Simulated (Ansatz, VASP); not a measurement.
**Si2W: VASP beside Ansatz**

```
Si W
1.0
    -1.61454    1.61473    3.93383
     1.61452   -1.61443    3.93370
     1.61455    1.61444   -3.93370
Si W
2 1
Direct
  0.33458 0.33456 0.00001
  0.66543 0.66544 0.99999
  0.00000 0.00000 0.00000
```

Change from the starting cell: all atoms moved at random, sigma 0.25 Å a component; relaxed back.

Alike in both runs: functional PBE; k mesh 14 × 14 × 14; occupations gaussian, width 0.15 eV; no spin polarisation.

Ansatz relaxed the structure, and its values are those at the end. VASP's run is a single point on that final structure, the one shown.

|  | VASP | Ansatz |
| --- | --- | --- |
| version | VASP 6.6.1 | Ansatz 0.2.0 |
| potentials or method | VASP PAW PBE potentials, release 64 (Si, W_sv), cutoff 520 eV | scalar-relativistic, plane waves, PAW |
| valence electrons in the cell | 22 | 22 |

Ansatz gave:

* gap on the k mesh at the Fermi level (eV): none
* pressure (GPa): 0.0

Task: What did VASP give for the same quantities?

Result: gap on the k mesh at the Fermi level (eV): none; pressure (GPa): 0.1.

A gap of «none» marks a metal or a gap that the smearing closes. The functional is the same, so the differences come from potentials, cutoffs and numerics.

Spin-orbit coupling is off throughout.
